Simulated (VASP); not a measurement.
Input of a VASP 6.6.1 run:

The input INCAR:

```
  ALGO = Normal
  EDIFF = 1E-6
  ENCUT = 520
  GGA = PS
  ISIF = 2
  ISMEAR = 0
  LASPH = T
  LCHARG = F
  LREAL = F
  LWAVE = F
  NBANDS = 38
  NELM = 80
  PREC = Accurate
  SIGMA = 0.15
```

KPOINTS

```
k-points
0
Gamma
  12 12 6
```

Contents of POSCAR:

```
TaSi2
1.0
    4.6181605319      0.0000000000      0.0000000000
   -2.3090802659      3.9994443394      0.0000000000
    0.0000000000      0.0000000000      6.3594587496
Ta Si
3 6
Direct
    0.5000000000      0.0000000000      0.0000000000
    0.5000000000      0.5000000000      0.6666666667
    0.0000000000      0.5000000000      0.3333333333
    0.1592827538      0.3185655077      0.0000000000
    0.8407172462      0.1592827538      0.6666666667
    0.6814344923      0.8407172462      0.3333333333
    0.8407172462      0.6814344923      0.0000000000
    0.1592827538      0.8407172462      0.6666666667
    0.3185655077      0.1592827538      0.3333333333
```

Potentials or basis: VASP PAW PBE potentials, release 64 (Ta_pv, Si).

The run is started by

```sh
$ cat potpaw_PBE.64/Ta_pv/POTCAR potpaw_PBE.64/Si/POTCAR > POTCAR
$ mpirun -np 1 vasp_std > vasp.out
```

Question: What does it give for the band gap on the k mesh?

Answer: Zero (an odd number of electrons rules out a gap without spin polarisation).

Question: Estimate the largest force.

Answer: 0.009 eV/Å.

Question: Predict the pressure.

Answer: 22.5 GPa.

Stress tensor (GPa, compression positive):
```
21.10  0.00  0.00
 0.00 21.10  0.00
 0.00  0.00 25.25
```

Caveat: the cell differs from its parent crystal (strain -0.030 along x and y, -0.030 along z); the cell stands under pressure; the PAW data sets were made with another functional, which shifts forces and pressure a little; spin-orbit coupling is left out, which moves the levels of the heavy elements; an odd number of electrons without spin polarisation forces a metal; a magnetic or distorted state may lie lower.
